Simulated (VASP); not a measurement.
Wanted: the native input for a VASP 6.6.1 run.

| Property | Result |
| --- | --- |
| Task | single point |
| Functional | LDA |
| Potentials or basis | VASP PAW LDA potentials, release 64 (Co, O) |
| Cutoff | 600 eV |
| k mesh | 13 × 13 × 13 |
| Occupations | methfessel-paxton, width 0.15 eV |
| Spin | collinear spin, ferromagnetic start |
| Starting moments | [2.5, 0.0] μB |
| Hubbard terms | Co d U = 2.0 eV |
| Dipole correction | no |
| Further INCAR settings | ALGO = Normal; EDIFF = 1e-06; NBANDS = 18 |

The structure of CoO lies in POSCAR:

```
CoO
1.0
   -1.5080000000      1.5080000000      2.1072475000
    1.5080000000     -1.5080000000      2.1072475000
    1.5080000000      1.5080000000     -2.1072475000
Co O
1 1
Direct
    0.0000000000      0.0000000000      0.0000000000
    0.5000000000      0.5000000000      0.0000000000
```

These files were run (other wordings do the same):

INCAR

```
PREC = Accurate ; ENCUT = 600
EDIFF = 1E-6 ; ISMEAR = 1
SIGMA = 0.15 ; LREAL = F
LASPH = T ; NELM = 200
ALGO = Normal ; ISIF = 2
LWAVE = F ; LCHARG = T
ISPIN = 2 ; MAGMOM = 2.5 0
LORBIT = 11 ; LMAXMIX = 4
LDAU = T ; LDAUTYPE = 2
LDAUL = 2 -1 ; LDAUU = 2 0
LDAUJ = 0 0 ; LDAUPRINT = 1
GGA = CA ; LELF = T
LVHAR = T ; NBANDS = 18
GGA_COMPAT = F
```

KPOINTS

```
Automatic mesh
0
Gamma
  13 13 13
```

Potentials or basis: VASP PAW LDA potentials, release 64 (Co, O).

The run is started by

```bash
$ cat potpaw_LDA.64/Co/POTCAR potpaw_LDA.64/O/POTCAR > POTCAR
$ mpirun -np 1 vasp_std > vasp.out
```

It gave:

| Item | Value |
| --- | --- |
| Pressure | -16.5 GPa |
| Band gap on the k mesh | zero (filled and empty bands overlap) |
| Net moment | 3.00 μB per cell |
| Site moments | Co +2.65; O +0.30 μB |
| Valence electrons inside the program's atomic spheres | Co 7.84; O 4.96 |

Caveat: the stress differs along the axes, from -22 to -14 GPa; a cell with one magnetic atom can't hold antiferromagnetic order, which such compounds often take.

Wall time 51 s on 1 thread of Intel(R) Xeon(R) 6975P-C (Granite Rapids) (shared host), peak memory 0.23 GiB.
